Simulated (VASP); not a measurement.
# V in VASP: a series of runs

The runs below take V through single point, with LDA, PBEsol.

Everything below comes from runs of VASP 6.6.1. Logs are shortened: lines on timing, memory, paths and dates and some standing lists are left out, and cuts for length are marked.

**1. The cell of the first run**

The cell holds a sheet with vacuum, 1 atom: a = 2.296 Å, b = 2.296 Å, c = 23.800 Å, α = 90.00°, β = 90.00°, γ = 90.00°.

**2. Single point, LDA, collinear spin, ferromagnetic start**

The input, INCAR:

```
SYSTEM = V
  PREC = Accurate
  ENCUT = 520
  EDIFF = 1E-7
  ISMEAR = -1
  SIGMA = 0.05
  LREAL = .FALSE.
  LASPH = .TRUE.
  NELM = 150
  ALGO = Normal
  ISIF = 2
  LWAVE = .FALSE.
  LCHARG = .TRUE.
  ISPIN = 2
  MAGMOM = 2
  LORBIT = 11
  LMAXMIX = 4
  LDIPOL = .TRUE.
  IDIPOL = 3
  DIPOL = 0.5 0.5 0.294
  GGA = CA
  LELF = .TRUE.
  LVHAR = .TRUE.
  LVACPOTAV = .TRUE.
  NBANDS = 16
```

The input, KPOINTS:

```
Automatic mesh
0
G
  11 11 1
  0 0 0
```

The input, POSCAR:

```
V
1.0
    2.2955200000      0.0000000000      0.0000000000
    0.0000000000      2.2955200000      0.0000000000
    0.0000000000      0.0000000000     23.8000000000
V
1
Direct
    0.5000000000      0.5000000000      0.2941200000
```

Potentials or basis: VASP PAW LDA potentials, release 64 (V_sv).

Started as:

```sh
cat potpaw_LDA.64/V_sv/POTCAR > POTCAR
mpirun -np 1 vasp_std > vasp.out
```

OUTCAR:

```text
SYSTEM = V
   PREC = Accurate
   ENCUT = 520
   EDIFF = 1E-7
   ISMEAR = -1
   LREAL = .FALSE.
   LASPH = .TRUE.
   NELM = 150
   ISIF = 2
   ISPIN = 2
   LORBIT = 11
   GGA = CA

 ion  position               nearest neighbor table
   1  0.500  0.500  0.294-

  LATTYP: Found a simple tetragonal cell.
 ALAT       =     2.2955200000
 C/A-ratio  =    10.3680211891

  Lattice vectors:

 A1 = (   2.2955200000,   0.0000000000,   0.0000000000)
 A2 = (   0.0000000000,   2.2955200000,   0.0000000000)
 A3 = (   0.0000000000,   0.0000000000,  23.8000000000)

Analysis of symmetry for initial positions (statically):
=====================================================================
 Subroutine PRICEL returns:
 Original cell was already a primitive cell.

 Routine SETGRP: Setting up the symmetry group for a
 simple tetragonal supercell.

 Subroutine GETGRP returns: Found 16 space group operations
 (whereof  8 operations were pure point group operations)
 out of a pool of 16 trial point group operations.

The static configuration has the point symmetry C_4v.
 The point group associated with its full space group is D_4h.

Analysis of symmetry for dynamics (positions and initial velocities):
=====================================================================
 Subroutine PRICEL returns:
 Original cell was already a primitive cell.

 Routine SETGRP: Setting up the symmetry group for a
 simple tetragonal supercell.

 Subroutine GETGRP returns: Found 16 space group operations
 (whereof  8 operations were pure point group operations)
 out of a pool of 16 trial point group operations.

The dynamic configuration has the point symmetry C_4v.
 The point group associated with its full space group is D_4h.

Analysis of structural, dynamic, and magnetic symmetry:
=====================================================================
 Subroutine PRICEL returns:
 Original cell was already a primitive cell.

 Routine SETGRP: Setting up the symmetry group for a
 simple tetragonal supercell.

 Subroutine GETGRP returns: Found 16 space group operations
 (whereof  8 operations were pure point group operations)
 out of a pool of 16 trial point group operations.

The overall configuration has the point symmetry C_4v.
 The point group associated with its full space group is D_4h.

 Subroutine INISYM returns: Found 16 space group operations
 (whereof  8 operations are pure point group operations),
 and found     1 'primitive' translations

[... 114 lines left out ...]
   LHFCALC =     F    Hartree Fock is set to
   AEXX    =    0.0000 exact exchange contribution
   IVDW    =     0    specifies the selected vdW correction
   LEPSILON=     F    determine dielectric tensor
   LRPA    =     F    only Hartree local field effects (RPA)
 spin polarized calculation
  energy-cutoff  :      520.00
  volume of cell :      125.41
 maximum number of plane-waves:      3408
 NGX is ok and might be reduce to    18
   NGX =  9   NGY =  9   NGZ = 89

 dipolmoment           0.000000      0.000000      0.000069 electrons x Angstroem

 number of electron      12.9999993 magnetization      -0.0000092

 number of electron      12.9999993 magnetization       0.0000001

 dipolmoment           0.000000      0.000000     -0.000000 electrons x Angstroem

 Free energy of the ion-electron system (eV)
  ---------------------------------------------------
  ext. energy  EPLUGINS =         0.00000000
  ---------------------------------------------------
  free energy    TOTEN  =        -7.60651881 eV

  energy without entropy =       -7.59220655  energy(sigma->0) =       -7.59936268

 E-fermi :  -3.5861     XC(G=0):  -2.2428

 val. band max:       -3.7768566056   @ k =   0.1818   0.0909   0.0000
 cond. band min:      -3.5813148462   @ k =   0.2727   0.1818   0.0000
 fundamental gap:      0.1955417595
 Fermi energy:        -3.5860661503

 spin component 1

 k-point     1 :       0.0000    0.0000    0.0000
  band No.  band energies     occupation
      1     -66.8539      1.00000
      2     -41.0539      1.00000
      3     -40.1052      1.00000
      4     -40.1052      1.00000
      5      -7.9507      1.00000
      6      -6.0515      1.00000
[... 375 lines left out ...]
      2     -41.5576      1.00000
      3     -41.5533      1.00000
      4     -40.6259      1.00000
      5      -7.2591      1.00000
      6      -3.9694      0.99953
[... 8 lines left out ...]
     15      12.2321      0.00000
     16      12.9522      0.00000
 Fermi energy:        -3.5860661503

 spin component 2

 k-point     1 :       0.0000    0.0000    0.0000
  band No.  band energies     occupation
      1     -66.8539      1.00000
      2     -41.0539      1.00000
      3     -40.1052      1.00000
      4     -40.1052      1.00000
      5      -7.9507      1.00000
      6      -6.0515      1.00000
[... 376 lines left out ...]
      3     -41.5533      1.00000
      4     -40.6259      1.00000
      5      -7.2591      1.00000
      6      -3.9695      0.99953
[... 8 lines left out ...]
     15      12.2322      0.00000
     16      12.9522      0.00000

------------------------ aborting loop because EDIFF is reached ----------------------------------------

 vacuum level on the upper side and lower side of the slab       (xc-potential included)        -0.091        -0.091

  FORCE on cell =-STRESS in cart. coord.  units (eV):
  Direction    XX          YY          ZZ          XY          YZ          ZX
  --------------------------------------------------------------------------------------
  -------------------------------------------------------------------------------------
  Total       -1.2768063     -1.2768063     -0.0070895      0.0000000      0.0000000      0.0000000
  in kB      -16.3115971    -16.3115971     -0.0905700      0.0000000      0.0000000      0.0000000
  external PRESSURE =     -10.9045880 kB  Pullay stress =       0.0000000 kB

 VOLUME and BASIS-vectors are now :
 -----------------------------------------------------------------------------
  energy-cutoff  :      520.00
  volume of cell :      125.41
      direct lattice vectors                 reciprocal lattice vectors
     2.295520000  0.000000000  0.000000000     0.435631142  0.000000000  0.000000000
     0.000000000  2.295520000  0.000000000     0.000000000  0.435631142  0.000000000
     0.000000000  0.000000000 23.800000000     0.000000000  0.000000000  0.042016807

 POSITION                                       TOTAL-FORCE (eV/Angst)
 -----------------------------------------------------------------------------------
      1.14776      1.14776      7.00006         0.000000     -0.000000      0.000000
 -----------------------------------------------------------------------------------
    total drift:                                0.000000      0.000000     -0.000090

  FREE ENERGIE OF THE ION-ELECTRON SYSTEM (eV)
  ---------------------------------------------------
  free  energy   TOTEN  =        -7.6065188103 eV

  energy  without entropy=       -7.5922065543  energy(sigma->0) =       -7.59936268

 vacuum level on the upper side and lower side of the slab         1.717         1.717

 total charge

# of ion       s       p       d       tot
------------------------------------------
    1        2.349   6.124   3.316  11.789

 magnetization (x)

# of ion       s       p       d       tot
------------------------------------------
    1       -0.000  -0.000  -0.000  -0.000
```

Wall time 69 s (1 thread of Intel Xeon 6975P-C (Granite Rapids), shared host); peak memory 0.24 GiB.

Results:

```yaml
Free_energy: -7.6065 eV
Net_moment: 0.00 μB per cell
Valence_electrons_inside_the_program's_atomic_spheres: V 11.79
Work_function_of_the_upper_face: 5.30 eV
Work_function_of_the_lower_face: 5.30 eV
```

Levels at points of the mesh, in eV from the Fermi level:
Spin up:
```
           k point  band 4  band 5  band 6  band 7  band 8  band 9
(0.00, 0.00, 0.00)  -36.52   -4.36   -2.47   -1.08    0.34    2.93
```
Spin down:
| k point | band 4 | band 5 | band 6 | band 7 | band 8 | band 9 |
| --- | --- | --- | --- | --- | --- | --- |
| (0.00, 0.00, 0.00) | -36.52 | -4.36 | -2.47 | -1.08 | 0.34 | 2.93 |

**3. Single point, PBEsol, collinear spin, ferromagnetic start**

The input, INCAR:

```
PREC = Accurate
ENCUT = 520
EDIFF = 1E-6
ISMEAR = -1
SIGMA = 0.05
LREAL = F
LASPH = T
NELM = 150
ALGO = Normal
ISIF = 2
LWAVE = F
LCHARG = F
ISPIN = 2
MAGMOM = 2
LORBIT = 11
LMAXMIX = 4
LDIPOL = T
IDIPOL = 3
DIPOL = 0.5 0.5 0.294
GGA = PS
NBANDS = 16
```

The input, KPOINTS:

```
regular mesh
0
Gamma
  11 11 1
```

POSCAR is that of step 2.

Potentials or basis: VASP PAW PBE potentials, release 64 (V_sv).

Started as:

```sh
cat potpaw_PBE.64/V_sv/POTCAR > POTCAR
mpirun -np 1 vasp_std > vasp.out
```

OUTCAR:

```text
PREC = Accurate
   ENCUT = 520
   EDIFF = 1E-6
   ISMEAR = -1
   LREAL = F
   LASPH = T
   NELM = 150
   ISIF = 2
   ISPIN = 2
   LORBIT = 11
   GGA = PS

 ion  position               nearest neighbor table
   1  0.500  0.500  0.294-

  LATTYP: Found a simple tetragonal cell.
 ALAT       =     2.2955200000
 C/A-ratio  =    10.3680211891

  Lattice vectors:

 A1 = (   2.2955200000,   0.0000000000,   0.0000000000)
 A2 = (   0.0000000000,   2.2955200000,   0.0000000000)
 A3 = (   0.0000000000,   0.0000000000,  23.8000000000)

Analysis of symmetry for initial positions (statically):
=====================================================================
 Subroutine PRICEL returns:
 Original cell was already a primitive cell.

 Routine SETGRP: Setting up the symmetry group for a
 simple tetragonal supercell.

 Subroutine GETGRP returns: Found 16 space group operations
 (whereof  8 operations were pure point group operations)
 out of a pool of 16 trial point group operations.

The static configuration has the point symmetry C_4v.
 The point group associated with its full space group is D_4h.
[... 591 lines left out ...]
      2     -41.1273      1.00000
      3     -40.1657      1.00000
      4     -40.1657      1.00000
      5      -7.8693      1.00000
      6      -5.8881      1.00000
[... 376 lines left out ...]
      3     -41.5951      1.00000
      4     -40.7071      1.00000
      5      -7.1089      1.00000
      6      -3.8122      0.99956
[... 8 lines left out ...]
     15      12.4096      0.00000
     16      13.4692      0.00000

------------------------ aborting loop because EDIFF is reached ----------------------------------------

 vacuum level on the upper side and lower side of the slab       (xc-potential included)         0.011         0.012

  FORCE on cell =-STRESS in cart. coord.  units (eV):
  Direction    XX          YY          ZZ          XY          YZ          ZX
  --------------------------------------------------------------------------------------
  -------------------------------------------------------------------------------------
  Total       -0.6750994     -0.6750994     -0.0037781      0.0000000      0.0000000      0.0000000
  in kB       -8.6246047     -8.6246047     -0.0482662      0.0000000      0.0000000      0.0000000
  external PRESSURE =      -5.7658252 kB  Pullay stress =       0.0000000 kB

 VOLUME and BASIS-vectors are now :
 -----------------------------------------------------------------------------
  energy-cutoff  :      520.00
  volume of cell :      125.41
      direct lattice vectors                 reciprocal lattice vectors
     2.295520000  0.000000000  0.000000000     0.435631142  0.000000000  0.000000000
     0.000000000  2.295520000  0.000000000     0.000000000  0.435631142  0.000000000
     0.000000000  0.000000000 23.800000000     0.000000000  0.000000000  0.042016807

 POSITION                                       TOTAL-FORCE (eV/Angst)
 -----------------------------------------------------------------------------------
      1.14776      1.14776      7.00006         0.000000     -0.000000      0.000000
 -----------------------------------------------------------------------------------
    total drift:                                0.000000      0.000000     -0.000069

  FREE ENERGIE OF THE ION-ELECTRON SYSTEM (eV)
  ---------------------------------------------------
  free  energy   TOTEN  =        -7.3247340375 eV

  energy  without entropy=       -7.3101577375  energy(sigma->0) =       -7.31744589

 vacuum level on the upper side and lower side of the slab         1.688         1.692

 total charge

# of ion       s       p       d       tot
------------------------------------------
    1        2.348   6.129   3.298  11.775

 magnetization (x)

# of ion       s       p       d       tot
------------------------------------------
    1       -0.000  -0.000  -0.000  -0.000
```

Wall time 2.7 min (1 thread of Intel Xeon 6975P-C (Granite Rapids), shared host); peak memory 0.31 GiB.

What came out:

| Item | Value |
| --- | --- |
| Free energy | -7.3247 eV |
| Net moment | 0.00 μB per cell |
| Valence electrons inside the program's atomic spheres | V 11.78 |

Caveat: the PAW data sets were made with another functional, which shifts forces and pressure a little.
